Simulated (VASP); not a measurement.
# KI (Pm-3m) in VASP: a series of runs

Aim: see how the results for KI move with the level of theory and the settings. Levels: PBE, LDA. Tasks: single point.

Program: VASP 6.6.1. These are calculated values, not measurements. Logs are shortened: lines on timing, memory, paths and dates and some standing lists are left out, and cuts for length are marked.

## Step 1: The cell of the first run

Symmetry: Pm-3m, No. 221, cubic system. The conventional cell has a = 4.291 Å, b = 4.291 Å, c = 4.291 Å, α = 90.00°, β = 90.00°, γ = 90.00°. K (site symmetry m-3m) has 8 I at 3.72 Å and 6 K at 4.29 Å within 4.9 Å. Within 4.9 Å of I (site symmetry m-3m) lie 8 K at 3.72 Å and 6 I at 4.29 Å.

## Step 2: Single point, PBE

The input, INCAR:

```
SYSTEM = KI
PREC = Accurate
ENCUT = 520
EDIFF = 1E-6
ISMEAR = 0
SIGMA = 0.01
LREAL = .False.
LASPH = .True.
NELM = 60
ALGO = Normal
ISIF = 2
LWAVE = .False.
LCHARG = .False.
GGA = PE
NBANDS = 15
```

The input, KPOINTS:

```
Automatic mesh
0
Gamma
  4 4 4
  0 0 0
```

The input, POSCAR:

```
KI
1.0
    4.2909468193      0.0000000000      0.0000000000
    0.0000000000      4.2909468193      0.0000000000
    0.0000000000      0.0000000000      4.2909468193
K I
1 1
Direct
    0.0000000000      0.0000000000      0.0000000000
    0.5000000000      0.5000000000      0.5000000000
```

Potentials or basis: VASP PAW PBE potentials, release 64 (K_sv, I).

On the command line:

```bash
cat potpaw_PBE.64/K_sv/POTCAR potpaw_PBE.64/I/POTCAR > POTCAR
mpirun -np 1 vasp_std > vasp.out
```

OUTCAR:

```text
SYSTEM = KI
   PREC = Accurate
   ENCUT = 520
   EDIFF = 1E-6
   ISMEAR = 0
   LREAL = .False.
   LASPH = .True.
   NELM = 60
   ISIF = 2
   GGA = PE

 ion  position               nearest neighbor table
   1  0.000  0.000  0.000-
   2  0.500  0.500  0.500-

  LATTYP: Found a simple cubic cell.
 ALAT       =     4.2909468193

  Lattice vectors:

 A1 = (   4.2909468193,   0.0000000000,   0.0000000000)
 A2 = (   0.0000000000,   4.2909468193,   0.0000000000)
 A3 = (   0.0000000000,   0.0000000000,   4.2909468193)

Analysis of symmetry for initial positions (statically):
=====================================================================
 Subroutine PRICEL returns:
 Original cell was already a primitive cell.

 Routine SETGRP: Setting up the symmetry group for a
 simple cubic supercell.

 Subroutine GETGRP returns: Found 48 space group operations
 (whereof 48 operations were pure point group operations)
 out of a pool of 48 trial point group operations.

The static configuration has the point symmetry O_h .

Analysis of symmetry for dynamics (positions and initial velocities):
=====================================================================
 Subroutine PRICEL returns:
 Original cell was already a primitive cell.

 Routine SETGRP: Setting up the symmetry group for a
 simple cubic supercell.

 Subroutine GETGRP returns: Found 48 space group operations
 (whereof 48 operations were pure point group operations)
 out of a pool of 48 trial point group operations.

The dynamic configuration has the point symmetry O_h .

 Subroutine INISYM returns: Found 48 space group operations
 (whereof 48 operations are pure point group operations),
 and found     1 'primitive' translations

----------------------------------------------------------------------------------------

                                     Primitive cell

  volume of cell :      79.0059

  direct lattice vectors                    reciprocal lattice vectors
     4.290946819  0.000000000  0.000000000     0.233048798  0.000000000  0.000000000
     0.000000000  4.290946819  0.000000000     0.000000000  0.233048798  0.000000000
     0.000000000  0.000000000  4.290946819     0.000000000  0.000000000  0.233048798

  length of vectors
     4.290946819  4.290946819  4.290946819     0.233048798  0.233048798  0.233048798

  position of ions in fractional coordinates (direct lattice)
     0.000000000  0.000000000  0.000000000
     0.500000000  0.500000000  0.500000000

  ion indices of the primitive-cell ions
   primitive index   ion index
                 1           1
                 2           2

----------------------------------------------------------------------------------------

 KPOINTS: Automatic mesh

Automatic generation of k-mesh.
 Grid dimensions read from file:
 generate k-points for:    4    4    4

 Generating k-lattice:

  Cartesian coordinates                     Fractional coordinates (reciprocal lattice)
     0.058262200  0.000000000  0.000000000     0.250000000  0.000000000  0.000000000
     0.000000000  0.058262200  0.000000000     0.000000000  0.250000000  0.000000000
     0.000000000  0.000000000  0.058262200     0.000000000  0.000000000  0.250000000

  Length of vectors
     0.058262200  0.058262200  0.058262200

  Shift w.r.t. Gamma in fractional coordinates (k-lattice)
     0.000000000  0.000000000  0.000000000

 Subroutine IBZKPT returns following result:
 ===========================================

 Found     10 irreducible k-points:

 Following reciprocal coordinates:
            Coordinates               Weight
  0.000000  0.000000  0.000000      1.000000
  0.250000  0.000000  0.000000      6.000000
  0.500000  0.000000  0.000000      3.000000
  0.250000  0.250000  0.000000     12.000000
  0.500000  0.250000  0.000000     12.000000
  0.500000  0.500000  0.000000      3.000000
  0.250000  0.250000  0.250000      8.000000
  0.500000  0.250000  0.250000     12.000000
  0.500000  0.500000  0.250000      6.000000
  0.500000  0.500000  0.500000      1.000000
   k-points           NKPTS =     10   k-points in BZ     NKDIM =     10   number of bands    NBANDS=     15
   number of dos      NEDOS =    301   number of ions     NIONS =      2
   total plane-waves  NPLWV =  32768
   dimension x,y,z NGX =    32 NGY =   32 NGZ =   32
   dimension x,y,z NGXF=    64 NGYF=   64 NGZF=   64
   ions per type =               1   1
   NGX,Y,Z   is equivalent  to a cutoff of  12.40, 12.40, 12.40 a.u.
   NGXF,Y,Z  is equivalent  to a cutoff of  24.80, 24.80, 24.80 a.u.
 SYSTEM =  KI
   PREC   = accura    normal or accurate (medium, high low for compatibility)
   ISTART =      0    job   : 0-new  1-cont  2-samecut
   ICHARG =      2    charge: 1-file 2-atom 10-const
   ISPIN  =      1    spin polarized calculation?
   LNONCOLLINEAR =      F non collinear calculations
   LSORBIT =      F    spin-orbit coupling
   LASPH  =      T    aspherical Exc in radial PAW
   ENCUT  =  520.0 eV  38.22 Ry    6.18 a.u.   7.98  7.98  7.98*2*pi/ulx,y,z
   NELM   =     60;   NELMIN=  2; NELMDL= -5     # of ELM steps
   EDIFF  = 0.1E-05   stopping-criterion for ELM
   LREAL  =      F    real-space projection
   EDIFFG = 0.1E-04   stopping-criterion for IOM
   NSW    =      0    number of steps for IOM
   IBRION =     -1    ionic relax: 0-MD 1-quasi-New 2-CG
   NFREE  =      0    steps in history (QN), initial steepest desc. (CG)
   ISIF   =      2    stress and relaxation
   ISYM   =      2    0-nonsym 1-usesym 2-fastsym
   POTIM  = 0.5000    time-step for ionic-motion
   TEBEG  =    0.0;   TEEND  =   0.0 temperature during run
   PSTRESS=    0.0 pullay stress
   NELECT =      16.0000    total number of electrons
   NUPDOWN=      -1.0000    fix difference up-down
   EMIN   =  10.00;   EMAX   =-10.00  energy-range for DOS
   EFERMI =   0.00;   METHOD = LEGACY
   ISMEAR =     0;   SIGMA  =   0.01  broadening in eV -4-tet -1-fermi 0-gaus
   EFERMI_NEDOS =   21; number of points for ismear=-14 and -15
   IALGO  =     38    algorithm
   IMIX   =      4    mixing-type and parameters
     AMIX     =   0.40;   BMIX     =  1.00
     AMIX_MAG =   1.60;   BMIX_MAG =  1.00
  volume/ion in A,a.u.               =      39.50       266.58
  Fermi-wavevector in a.u.,A,eV,Ry     =   0.961380  1.816745 12.575202  0.924251
  Thomas-Fermi vector in A             =   2.090747
   LORBIT       =      0    0 simple, 1 ext, 2 COOP (PROOUT), +10 PAW based schemes
   GGA     = PE    functional components
   LHFCALC =     F    Hartree Fock is set to
   AEXX    =    0.0000 exact exchange contribution
   IVDW    =     0    specifies the selected vdW correction
   LEPSILON=     F    determine dielectric tensor
   LRPA    =     F    only Hartree local field effects (RPA)
 non-spin polarized calculation
 Gauss-broadening in eV      SIGMA  =   0.01
  energy-cutoff  :      520.00
  volume of cell :       79.01
 maximum number of plane-waves:      2176
 NGX is ok and might be reduce to    32
   NGX = 15   NGY = 15   NGZ = 15

 number of electron      16.0000003 magnetization

 Free energy of the ion-electron system (eV)
  ---------------------------------------------------
  ext. energy  EPLUGINS =         0.00000000
  ---------------------------------------------------
  free energy    TOTEN  =        -5.41235137 eV

  energy without entropy =       -5.41235137  energy(sigma->0) =       -5.41235137

 E-fermi :   0.9728     XC(G=0):  -7.7076

 val. band max:        0.8898272425   @ k =   0.5000   0.5000   0.0000
 cond. band min:       4.2162237225   @ k =   0.0000   0.0000   0.0000
 fundamental gap:      3.3263964801
 Fermi energy:         0.9728038367

 k-point     1 :       0.0000    0.0000    0.0000
  band No.  band energies     occupation
      1     -28.4989      2.00000
      2     -11.9519      2.00000
      3     -11.9519      2.00000
      4     -11.9519      2.00000
      5     -10.2686      2.00000
      6       0.5283      2.00000
      7       0.5283      2.00000
      8       0.5283      2.00000
      9       4.2162      0.00000
     10       5.6495      0.00000
     11       5.6495      0.00000
     12       9.2697      0.00000
     13       9.2697      0.00000
     14       9.2697      0.00000
     15      11.3583      0.00000

 k-point     2 :       0.2500    0.0000    0.0000
  band No.  band energies     occupation
      1     -28.4966      2.00000
      2     -12.0370      2.00000
      3     -11.9462      2.00000
      4     -11.9462      2.00000
      5     -10.1173      2.00000
      6      -0.6115      2.00000
      7       0.5654      2.00000
      8       0.5654      2.00000
      9       5.2577      0.00000
     10       6.0915      0.00000
     11       6.9865      0.00000
     12       9.1406      0.00000
     13       9.1406      0.00000
     14       9.5024      0.00000
     15       9.6588      0.00000

 k-point     3 :       0.5000    0.0000    0.0000
  band No.  band energies     occupation
      1     -28.4943      2.00000
      2     -12.1142      2.00000
      3     -11.9405      2.00000
      4     -11.9405      2.00000
      5      -9.9665      2.00000
      6      -1.4014      2.00000
      7       0.6026      2.00000
      8       0.6026      2.00000
      9       6.3707      0.00000
     10       7.0641      0.00000
     11       7.9353      0.00000
     12       7.9384      0.00000
     13       9.5521      0.00000
     14       9.5911      0.00000
     15       9.5912      0.00000
[... 91 lines left out ...]
 k-point     9 :       0.5000    0.5000    0.2500
  band No.  band energies     occupation
      1     -28.4877      2.00000
      2     -12.0256      2.00000
      3     -12.0256      2.00000
      4     -11.9744      2.00000
      5      -9.8365      2.00000
      6      -0.7958      2.00000
      7      -0.7958      2.00000
      8      -0.0590      2.00000
      9       5.4834      0.00000
     10       7.0006      0.00000
     11       7.0006      0.00000
     12       8.2852      0.00000
     13       9.9165      0.00000
     14       9.9165      0.00000
     15      10.4276      0.00000

 k-point    10 :       0.5000    0.5000    0.5000
  band No.  band energies     occupation
      1     -28.4855      2.00000
      2     -12.0164      2.00000
      3     -12.0164      2.00000
      4     -12.0164      2.00000
      5      -9.7479      2.00000
      6      -0.7682      2.00000
      7      -0.7682      2.00000
      8      -0.7682      2.00000
      9       6.5166      0.00000
     10       6.5166      0.00000
     11       6.5166      0.00000
     12       9.7251      0.00000
     13       9.7251      0.00000
     14       9.7251      0.00000
     15      10.0329      0.00000

------------------------ aborting loop because EDIFF is reached ----------------------------------------

  FORCE on cell =-STRESS in cart. coord.  units (eV):
  Direction    XX          YY          ZZ          XY          YZ          ZX
  --------------------------------------------------------------------------------------
  -------------------------------------------------------------------------------------
  Total        0.2833011      0.2833011      0.2833011     -0.0000000      0.0000000     -0.0000000
  in kB        5.7451244      5.7451244      5.7451244     -0.0000000      0.0000000     -0.0000000
  external PRESSURE =       5.7451244 kB  Pullay stress =       0.0000000 kB

 VOLUME and BASIS-vectors are now :
 -----------------------------------------------------------------------------
  energy-cutoff  :      520.00
  volume of cell :       79.01
      direct lattice vectors                 reciprocal lattice vectors
     4.290946819  0.000000000  0.000000000     0.233048798  0.000000000  0.000000000
     0.000000000  4.290946819  0.000000000     0.000000000  0.233048798  0.000000000
     0.000000000  0.000000000  4.290946819     0.000000000  0.000000000  0.233048798

 POSITION                                       TOTAL-FORCE (eV/Angst)
 -----------------------------------------------------------------------------------
      0.00000      0.00000      0.00000         0.000000      0.000000      0.000000
      2.14547      2.14547      2.14547         0.000000      0.000000      0.000000
 -----------------------------------------------------------------------------------
    total drift:                                0.000000      0.000000     -0.000000

  FREE ENERGIE OF THE ION-ELECTRON SYSTEM (eV)
  ---------------------------------------------------
  free  energy   TOTEN  =        -5.4123513665 eV

  energy  without entropy=       -5.4123513665  energy(sigma->0) =       -5.41235137
```

Wall time 5.2 s (1 thread of Intel Xeon 6975P-C (Granite Rapids), shared host); peak memory 0.17 GiB.

Results:

* Free energy: -5.4124 eV
* Pressure: 0.6 GPa
* Band gap on the k mesh: 3.33 eV (least direct gap 3.69 eV)

Levels at points of the mesh, in eV from the valence-band top:
```tsv
k point	band 5	band 6	band 7	band 8	band 9	band 10	band 11	band 12
(0.00, 0.00, 0.00)	-11.16	-0.36	-0.36	-0.36	3.33	4.76	4.76	8.38
(0.50, 0.00, 0.00)	-10.86	-2.29	-0.29	-0.29	5.48	6.17	7.05	7.05
(0.50, 0.50, 0.00)	-10.81	-1.71	-1.71	0.00	3.91	5.69	6.79	6.79
(0.50, 0.50, 0.50)	-10.64	-1.66	-1.66	-1.66	5.63	5.63	5.63	8.84
```

Caveat: spin-orbit coupling is left out, which moves the levels of the heavy elements.

## Step 3: Single point, LDA

This run uses another cell than the first one, of 35.03 Å³/atom.

The input, INCAR:

```
ALGO = Normal
EDIFF = 1E-7
ENCUT = 520
ISIF = 2
ISMEAR = -1
LASPH = True
LCHARG = False
LREAL = False
LWAVE = False
NBANDS = 15
NELM = 60
PREC = Accurate
SIGMA = 0.02
```

The input, KPOINTS:

```
k-points
0
Gamma
  6 6 6
```

The input, POSCAR:

```
KI
1.0
    4.1224160873      0.0000000000      0.0000000000
    0.0000000000      4.1224160873      0.0000000000
    0.0000000000      0.0000000000      4.1224160873
K I
1 1
Direct
    0.0000000000      0.0000000000      0.0000000000
    0.5000000000      0.5000000000      0.5000000000
```

Potentials or basis: VASP PAW LDA potentials, release 64 (K_sv, I).

On the command line:

```bash
cat potpaw_LDA.64/K_sv/POTCAR potpaw_LDA.64/I/POTCAR > POTCAR
mpirun -np 1 vasp_std > vasp.out
```

OUTCAR:

```text
EDIFF = 1E-7
   ENCUT = 520
   ISIF = 2
   ISMEAR = -1
   LASPH = True
   LREAL = False
   NELM = 60
   PREC = Accurate

 ion  position               nearest neighbor table
   1  0.000  0.000  0.000-   2 3.57   2 3.57   2 3.57   2 3.57   2 3.57   2 3.57   2 3.57   2 3.57

   2  0.500  0.500  0.500-   1 3.57   1 3.57   1 3.57   1 3.57   1 3.57   1 3.57   1 3.57   1 3.57

  LATTYP: Found a simple cubic cell.
 ALAT       =     4.1224160873

  Lattice vectors:

 A1 = (   4.1224160873,   0.0000000000,   0.0000000000)
[... 540 lines left out ...]

  FORCE on cell =-STRESS in cart. coord.  units (eV):
  Direction    XX          YY          ZZ          XY          YZ          ZX
  --------------------------------------------------------------------------------------
  -------------------------------------------------------------------------------------
  Total        0.0182078      0.0182078      0.0182078      0.0000000      0.0000000     -0.0000000
  in kB        0.4164021      0.4164021      0.4164021      0.0000000      0.0000000     -0.0000000
  external PRESSURE =       0.4164021 kB  Pullay stress =       0.0000000 kB

 VOLUME and BASIS-vectors are now :
 -----------------------------------------------------------------------------
  energy-cutoff  :      520.00
  volume of cell :       70.06
      direct lattice vectors                 reciprocal lattice vectors
     4.122416087  0.000000000  0.000000000     0.242576193  0.000000000  0.000000000
     0.000000000  4.122416087  0.000000000     0.000000000  0.242576193  0.000000000
     0.000000000  0.000000000  4.122416087     0.000000000  0.000000000  0.242576193

 POSITION                                       TOTAL-FORCE (eV/Angst)
 -----------------------------------------------------------------------------------
      0.00000      0.00000      0.00000         0.000000      0.000000      0.000000
      2.06121      2.06121      2.06121         0.000000      0.000000      0.000000
 -----------------------------------------------------------------------------------
    total drift:                                0.000000      0.000000     -0.000000

  FREE ENERGIE OF THE ION-ELECTRON SYSTEM (eV)
  ---------------------------------------------------
  free  energy   TOTEN  =        -6.1015932009 eV

  energy  without entropy=       -6.1015932009  energy(sigma->0) =       -6.10159320
```

stdout:

```text
POSCAR found type information on POSCAR K I
 POSCAR found :  2 types and       2 ions
 scaLAPACK will be used
 LDA part: xc-table for (Slater(with rela. corr.)+CA(PZ))
 , standard interpolation
 POSCAR, INCAR and KPOINTS ok, starting setup
 FFT: planning ... GRIDC
 FFT: planning ... GRID_SOFT
 FFT: planning ... GRID
 WAVECAR not read
 entering main loop
```

It took 7.3 s on 1 thread of Intel Xeon 6975P-C (Granite Rapids), shared host; peak memory 0.16 GiB.

What came out:

```yaml
Free_energy: -6.1016 eV
Pressure: 0.0 GPa
Band_gap_on_the_k_mesh: 3.33 eV (least direct gap 3.52 eV)
```

Levels at points of the mesh, in eV from the valence-band top:
```csv
k point,band 5,band 6,band 7,band 8,band 9,band 10,band 11,band 12
"(0.00, 0.00, 0.00)",-11.58,-0.44,-0.44,-0.44,3.33,4.26,4.26,8.36
"(0.50, 0.00, 0.00)",-11.05,-2.84,-0.39,-0.39,5.56,5.77,6.83,7.38
"(0.50, 0.50, 0.00)",-11.10,-2.08,-2.08,0.00,3.52,5.51,6.56,6.56
"(0.50, 0.50, 0.50)",-10.85,-2.09,-2.09,-2.09,5.47,5.47,5.47,9.12
```

Caveat: spin-orbit coupling is left out, which moves the levels of the heavy elements. A k mesh can miss the band edges.
